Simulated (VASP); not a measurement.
# Y3LuO2 (R-3m) in VASP: a series of runs

Runs on Y3LuO2. Level: PBE. Tasks: relaxation of cell and atoms, single point.

Everything below comes from runs of VASP 6.6.1. Logs are shortened: lines on timing, memory, paths and dates and some standing lists are left out, and cuts for length are marked.

### 1 The cell of the first run

The structure is trigonal, space group R-3m (No. 166). Conventional cell: a = 6.677 Å, b = 6.677 Å, c = 10.192 Å, α = 90.00°, β = 90.00°, γ = 120.00°. Within 2.6 Å of Y (site symmetry 2/m) lie 2 O at 1.95 Å. Within 4.4 Å of Lu (site symmetry -3m) lie 12 Y at 3.34 to 3.91 Å and 8 O at 3.69 to 3.87 Å. Within 2.6 Å of O (site symmetry 3m) lie 3 Y at 1.95 Å.

### 2 Relaxation of cell and atoms, PBE

File INCAR:

```
PREC = Accurate ; ENCUT = 600
EDIFF = 1E-6 ; ISMEAR = 0
SIGMA = 0.1 ; LREAL = False
LASPH = True ; NELM = 80
ALGO = Normal ; ISIF = 3
LWAVE = False ; LCHARG = False
GGA = PE ; IBRION = 2
NSW = 90 ; EDIFFG = -0.04
```

File KPOINTS:

```
Automatic mesh
0
Gamma
  3 3 3
```

File POSCAR:

```
Y3LuO2
1.0
    3.3385273100      1.9274996400      3.3972782600
   -3.3385273100      1.9274996400      3.3972782600
    0.0000000000     -3.8549992800      3.3972782600
Y Lu O
3 1 2
Direct
    0.5000000000      0.5000000000      0.0000000000
    0.0000000000      0.5000000000      0.5000000000
    0.5000000000      0.0000000000      0.5000000000
    0.0000000000      0.0000000000      0.0000000000
    0.6381672500      0.6381672500      0.6381672500
    0.3618327500      0.3618327500      0.3618327500
```

Potentials or basis: VASP PAW PBE potentials, release 64 (Y_sv, Lu, O).

Run with:

```sh
> cat potpaw_PBE.64/Y_sv/POTCAR potpaw_PBE.64/Lu/POTCAR potpaw_PBE.64/O/POTCAR > POTCAR
> mpirun -np 1 vasp_std > vasp.out
```

OUTCAR:

```text
PREC = Accurate
   ENCUT = 600
   EDIFF = 1E-6
   ISMEAR = 0
   LREAL = False
   LASPH = True
   NELM = 80
   ISIF = 3
   GGA = PE
   IBRION = 2
   NSW = 90
   EDIFFG = -0.04

 ion  position               nearest neighbor table
   1  0.500  0.500  0.000-   5 1.95   6 1.95   2 3.34   3 3.34   3 3.34   2 3.34   4 3.34   4 3.34
                             4 3.91   4 3.91   3 3.91   2 3.91   2 3.91   3 3.91
   2  0.000  0.500  0.500-   5 1.95   6 1.95   1 3.34   4 3.34   4 3.34   1 3.34   3 3.34   3 3.34
                             3 3.91   3 3.91   1 3.91   4 3.91   1 3.91   4 3.91
   3  0.500  0.000  0.500-   5 1.95   6 1.95   1 3.34   4 3.34   1 3.34   4 3.34   2 3.34   2 3.34
                             2 3.91   2 3.91   1 3.91   4 3.91   4 3.91   1 3.91
   4  0.000  0.000  0.000-   2 3.34   3 3.34   2 3.34   3 3.34   1 3.34   1 3.34   1 3.91   1 3.91
                             2 3.91   3 3.91   3 3.91   2 3.91
   5  0.638  0.638  0.638-   1 1.95   2 1.95   3 1.95
   6  0.362  0.362  0.362-   1 1.95   2 1.95   3 1.95

  LATTYP: Found a trigonal (rhomboedric) cell.
 ALAT       =     5.1383381591
 COS(alpha) =     0.1557044550

  Lattice vectors:

 A1 = (   3.3385273100,   1.9274996400,   3.3972782600)
 A2 = (  -3.3385273100,   1.9274996400,   3.3972782600)
 A3 = (   0.0000000000,  -3.8549992800,   3.3972782600)

Analysis of symmetry for initial positions (statically):
=====================================================================
 Subroutine PRICEL returns:
 Original cell was already a primitive cell.

 Routine SETGRP: Setting up the symmetry group for a
 trigonal (rhombohedral) supercell.

 Subroutine GETGRP returns: Found 12 space group operations
 (whereof 12 operations were pure point group operations)
 out of a pool of 12 trial point group operations.

The static configuration has the point symmetry D_3d.

Analysis of symmetry for dynamics (positions and initial velocities):
=====================================================================
 Subroutine PRICEL returns:
 Original cell was already a primitive cell.

 Routine SETGRP: Setting up the symmetry group for a
 trigonal (rhombohedral) supercell.

 Subroutine GETGRP returns: Found 12 space group operations
 (whereof 12 operations were pure point group operations)
 out of a pool of 12 trial point group operations.

The dynamic configuration has the point symmetry D_3d.

 Subroutine INISYM returns: Found 12 space group operations
 (whereof 12 operations are pure point group operations),
 and found     1 'primitive' translations

----------------------------------------------------------------------------------------

                                     Primitive cell

[... 77 lines left out ...]
   ENCUT  =  600.0 eV  44.10 Ry    6.64 a.u.  10.26 10.26 10.26*2*pi/ulx,y,z
   NELM   =     80;   NELMIN=  2; NELMDL= -5     # of ELM steps
   EDIFF  = 0.1E-05   stopping-criterion for ELM
   LREAL  =      F    real-space projection
   EDIFFG = -.4E-01   stopping-criterion for IOM
   NSW    =     90    number of steps for IOM
   IBRION =      2    ionic relax: 0-MD 1-quasi-New 2-CG
   NFREE  =      1    steps in history (QN), initial steepest desc. (CG)
   ISIF   =      3    stress and relaxation
   ISYM   =      2    0-nonsym 1-usesym 2-fastsym
   POTIM  = 0.5000    time-step for ionic-motion
   TEBEG  =    0.0;   TEEND  =   0.0 temperature during run
   PSTRESS=    0.0 pullay stress
   NELECT =      70.0000    total number of electrons
   NUPDOWN=      -1.0000    fix difference up-down
   EMIN   =  10.00;   EMAX   =-10.00  energy-range for DOS
   EFERMI =   0.00;   METHOD = LEGACY
   ISMEAR =     0;   SIGMA  =   0.10  broadening in eV -4-tet -1-fermi 0-gaus
   EFERMI_NEDOS =   21; number of points for ismear=-14 and -15
   IALGO  =     38    algorithm
   IMIX   =      4    mixing-type and parameters
     AMIX     =   0.40;   BMIX     =  1.00
     AMIX_MAG =   1.60;   BMIX_MAG =  1.00
  volume/ion in A,a.u.               =      21.86       147.53
  Fermi-wavevector in a.u.,A,eV,Ry     =   1.327895  2.509357 23.991212  1.763304
  Thomas-Fermi vector in A             =   2.457173
   LORBIT       =      0    0 simple, 1 ext, 2 COOP (PROOUT), +10 PAW based schemes
   GGA     = PE    functional components
   LHFCALC =     F    Hartree Fock is set to
   AEXX    =    0.0000 exact exchange contribution
   IVDW    =     0    specifies the selected vdW correction
   LEPSILON=     F    determine dielectric tensor
   LRPA    =     F    only Hartree local field effects (RPA)
 conjugate gradient relaxation of ions
 non-spin polarized calculation
 Gauss-broadening in eV      SIGMA  =   0.10
  energy-cutoff  :      600.00
  volume of cell :      131.17
 maximum number of plane-waves:      4405
 NGX is ok and might be reduce to    42
   NGX = 21   NGY = 21   NGZ = 21

--------------------------------------- Ionic step        1  -------------------------------------------

 number of electron      70.0000008 magnetization

 Free energy of the ion-electron system (eV)
  ---------------------------------------------------
  ext. energy  EPLUGINS =         0.00000000
  ---------------------------------------------------
  free energy    TOTEN  =       -40.31302386 eV

  energy without entropy =      -40.28984441  energy(sigma->0) =      -40.30143413

------------------------ aborting loop because EDIFF is reached ----------------------------------------

  FORCE on cell =-STRESS in cart. coord.  units (eV):
  Direction    XX          YY          ZZ          XY          YZ          ZX
  --------------------------------------------------------------------------------------
  -------------------------------------------------------------------------------------
  Total       33.2724176     33.2724175      0.0088840      0.0000000      0.0000000      0.0000000
  in kB      406.4090133    406.4090128      0.1085143      0.0000000      0.0000000      0.0000000
  external PRESSURE =     270.9755135 kB  Pullay stress =       0.0000000 kB
[... 658 lines left out ...]
     41       6.0799      0.00000
     42       6.1258      0.00000

[... ionic steps 4 to 21 ...]

--------------------------------------- Ionic step       22  -------------------------------------------

 number of electron      69.9999992 magnetization

------------------------ aborting loop because EDIFF is reached ----------------------------------------
[... 75 lines left out ...]
--------------------------------------- Ionic step       24  -------------------------------------------

 number of electron      69.9999992 magnetization

 Free energy of the ion-electron system (eV)
  ---------------------------------------------------
  ext. energy  EPLUGINS =         0.00000000
  ---------------------------------------------------
  free energy    TOTEN  =       -45.01130592 eV

  energy without entropy =      -44.99099198  energy(sigma->0) =      -45.00114895

 E-fermi :   3.4173     XC(G=0):  -9.8331

 val. band max:        3.3588524937   @ k =   0.3333  -0.0000  -0.0000
 cond. band min:       3.4447850305   @ k =   0.3333   0.3333   0.3333
 fundamental gap:      0.0859325368
 Fermi energy:         3.4173282357
[... 301 lines left out ...]
  FREE ENERGIE OF THE ION-ELECTRON SYSTEM (eV)
  ---------------------------------------------------
  free  energy   TOTEN  =       -45.0113059247 eV

  energy  without entropy=      -44.9909919825  energy(sigma->0) =      -45.00114895

 reached required accuracy - stopping structural energy minimisation
```

It took 15 min on 1 thread of Intel Xeon 6975P-C (Granite Rapids), shared host; peak memory 0.33 GiB.

Results:

| Quantity | Value |
| --- | --- |
| Free energy | -45.0113 eV |
| Relaxed volume | 23.34 Å³/atom |
| Relaxed cell | a = 5.193 Å, b = 5.193 Å, c = 5.193 Å, α = 89.77°, β = 89.77°, γ = 89.77° |
| Space group after relaxing (to 0.05 Å) | R-3m (No. 166) |
| Energy gained by relaxing | 783.0 meV/atom |
| Ionic steps | 24 |
| Pressure after relaxing | -0.1 GPa |
| Largest force after relaxing | 0.016 eV/Å |
| Band gap on the k mesh | zero (band 35 reaches 3.53 eV, above the bottom of band 36 at 2.78 eV) |

Forces in eV/Å, atoms in the order of the input:
```
Y    0.000  0.000  0.000
Y    0.000  0.000  0.000
Y    0.000  0.000  0.000
Lu   0.000  0.000  0.000
O    0.000  0.000  0.016
O    0.000  0.000 -0.016
```

Step by step:
```tsv
step	energy change (eV)	largest force (eV/Å)	pressure (GPa)	volume (Å³)
1	0.0000	1.4776	27.10	131.17
2	0.6636	1.8695	-13.31	210.75
3	-3.0425	0.8162	-2.34	162.81
4	-3.0591	0.7296	-1.32	160.85
5	-3.0607	0.6945	-0.91	160.09
6	-3.1637	0.7206	-0.73	157.51
7	-3.3925	0.8437	-0.02	149.56
8	-3.4483	1.4362	2.66	132.60
9	-3.5088	1.3741	2.34	132.43
10	-3.6354	1.1260	1.84	131.86
11	-3.3338	0.6912	3.88	130.38
12	-3.6330	1.0519	1.80	131.67
13	-3.6365	0.8275	1.98	131.38
14	-3.7934	0.7224	1.17	133.26
15	-4.1329	0.5545	-0.86	138.85
16	-4.3947	0.4589	-4.57	149.77
17	-4.5710	0.4299	-2.46	145.23
18	-4.6363	0.5422	-0.37	141.04
19	-4.6393	0.5794	0.28	139.87
20	-4.6771	0.3885	0.47	139.26
21	-4.6941	0.0305	0.84	138.54
22	-4.6942	0.0618	0.83	138.59
23	-4.6982	0.0088	-0.18	140.33
24	-4.6983	0.0161	-0.10	140.07
```

Final structure:
```
Y Lu O
1.0
     3.66498    2.11598    3.01025
    -3.66498    2.11598    3.01025
     0.00000   -4.23196    3.01025
Y Lu O
3 1 2
Direct
  0.50000 0.50000 0.00000
  0.00000 0.50000 0.50000
  0.50000 0.00000 0.50000
  0.00000 0.00000 0.00000
  0.75656 0.75656 0.75656
  0.24344 0.24344 0.24344
```

Levels at points of the mesh, in eV from the Fermi level:
| k point | band 31 | band 32 | band 33 | band 34 | band 35 | band 36 | band 37 | band 38 | band 39 | band 40 |
| --- | --- | --- | --- | --- | --- | --- | --- | --- | --- | --- |
| (0.00, 0.00, 0.00) | -3.93 | -3.82 | -0.91 | -0.88 | -0.88 | -0.64 | -0.64 | 1.41 | 1.41 | 3.16 |

Caveat: the k points lie up to 0.40 Å⁻¹ apart in the final cell; spin-orbit coupling is left out, which moves the levels of the heavy elements.

### 3 Single point, PBE

This run uses another cell than the first one, of 23.35 Å³/atom, 1.068 times its volume.

File INCAR:

```
SYSTEM = Y3LuO2
PREC     = Accurate       ! precision mode
ENCUT    = 520            ! plane-wave cutoff, eV
EDIFF    = 1E-7           ! SCF threshold, eV
ISMEAR   = 0              ! smearing method
SIGMA    = 0.1            ! smearing width, eV
LREAL    = .FALSE.        ! projectors in reciprocal space
LASPH    = .TRUE.         ! aspherical terms in the spheres
NELM     = 100            ! most SCF steps
ALGO     = Normal         ! electronic algorithm
ISIF     = 2              ! what is computed and relaxed
LWAVE    = .FALSE.        ! write WAVECAR
LCHARG   = .TRUE.         ! write CHGCAR
GGA      = PE             ! functional
LELF     = .TRUE.         ! ELF
LVHAR    = .TRUE.       
NBANDS   = 44             ! bands
```

File KPOINTS:

```
regular mesh
0
G
  6 6 6
  0 0 0
```

File POSCAR:

```
Y3LuO2
1.0
    3.6741592190      2.1212768141      2.9960746920
   -3.6741592190      2.1212768141      2.9960746920
    0.0000000000     -4.2425536282      2.9960746920
Y Lu O
3 1 2
Direct
    0.5000000000      0.5000000000      0.0000000000
    0.0000000000      0.5000000000      0.5000000000
    0.5000000000      0.0000000000      0.5000000000
    0.0000000000      0.0000000000      0.0000000000
    0.7549260463      0.7549260463      0.7549260463
    0.2450739537      0.2450739537      0.2450739537
```

Potentials or basis: VASP PAW PBE potentials, release 64 (Y_sv, Lu, O).

Run with:

```sh
> cat potpaw_PBE.64/Y_sv/POTCAR potpaw_PBE.64/Lu/POTCAR potpaw_PBE.64/O/POTCAR > POTCAR
> mpirun -np 1 vasp_std > vasp.out
```

It took 2.9 min on 1 thread of Intel Xeon 6975P-C (Granite Rapids), shared host; peak memory 0.37 GiB.

Results (log left out):

- Free energy: -44.9834 eV
- Pressure: 0.1 GPa
- Largest force: 0.080 eV/Å
- Band gap on the k mesh: zero (band 35 reaches 4.50 eV, above the bottom of band 36 at 2.76 eV)

Forces in eV/Å, atoms in the order of the input:
```
Y    0.000  0.000  0.000
Y    0.000  0.000  0.000
Y    0.000  0.000  0.000
Lu   0.000  0.000  0.000
O    0.000  0.000 -0.080
O    0.000  0.000  0.080
```

Stress tensor (GPa, compression positive):
```
-0.05  0.00  0.00
 0.00 -0.05  0.00
 0.00  0.00  0.30
```

Levels at points of the mesh, in eV from the Fermi level:
| k point | band 32 | band 33 | band 34 | band 35 | band 36 | band 37 | band 38 | band 39 |
| --- | --- | --- | --- | --- | --- | --- | --- | --- |
| (0.00, 0.00, 0.00) | -3.73 | -0.78 | -0.77 | -0.77 | -0.55 | -0.55 | 1.51 | 1.51 |
| (0.50, 0.00, 0.00) | -2.27 | -2.10 | 0.03 | 0.22 | 0.43 | 0.54 | 0.65 | 0.66 |
| (0.50, 0.50, 0.00) | -1.45 | -1.24 | -0.94 | -0.94 | 0.71 | 0.83 | 0.94 | 1.00 |
| (0.50, 0.50, 0.50) | -1.87 | -1.57 | -1.57 | 1.20 | 1.20 | 1.30 | 1.50 | 1.53 |

Caveat: spin-orbit coupling is left out, which moves the levels of the heavy elements.

[end of part 1 of 2]
